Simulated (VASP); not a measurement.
Runs of VASP 6.6.1 on Sb. The structure is that of space group Pm-3m (No. 221), or close to it. The cells are those of the table. 

| task | cell | cutoff (eV) | k mesh for the DOS | occupations for the DOS | gap on the mesh (eV) | pressure (GPa) |
| --- | --- | --- | --- | --- | --- | --- |
| electric field gradients | a = 3.255, b = 3.255, c = 3.160 Å, 1 atom | 520 | - | - | none | -6.8 |
| single point | a = 3.191 Å, 1 atom | 520 | - | - | none | -6.0 |
| single point | a = 3.170 Å, 1 atom | 520 | - | - | none | -5.3 |
| single point | a = 3.161 Å, angles 91.7°, 1 atom | 520 | - | - | none | -4.9 |
| single point | a = 3.160 Å, angles 91.1°, 1 atom | 520 | - | - | none | -4.9 |
| single point | a = 3.161 Å, angles 88.3°, 1 atom | 520 | - | - | none | -4.9 |
| electric field gradients | a = 3.160 Å, angles 91.1°, 1 atom | 520 | - | - | none | -4.9 |
| electric field gradients | a = 3.170 Å, 1 atom | 520 | - | - | none | -5.3 |
| single point | a = 3.160 Å, angles 88.8°, 1 atom | 520 | - | - | none | -4.9 |
| electric field gradients | a = 3.096 Å, 1 atom | 520 | - | - | none | (a) |
| electric field gradients | a = 3.160, b = 3.160, c = 3.223 Å, 1 atom | 400 | - | - | none | -5.6 |

Alike in all rows: level PBEsol; potentials or basis VASP PAW PBE potentials, release 64 (Sb); no spin polarisation; k mesh 13 × 13 × 13; smearing fermi-dirac 0.05 eV.

Question: Fill in the values left out.

Answer: (a) -2.0.

Caveats: the PAW data sets were made with another functional, which shifts forces and pressure a little; spin-orbit coupling is left out, which moves the levels of the heavy elements.

A k mesh can miss the band edges, and the runs leave out spin-orbit coupling on Sb.

A gap of «none» marks levels without a gap at the run's occupations.
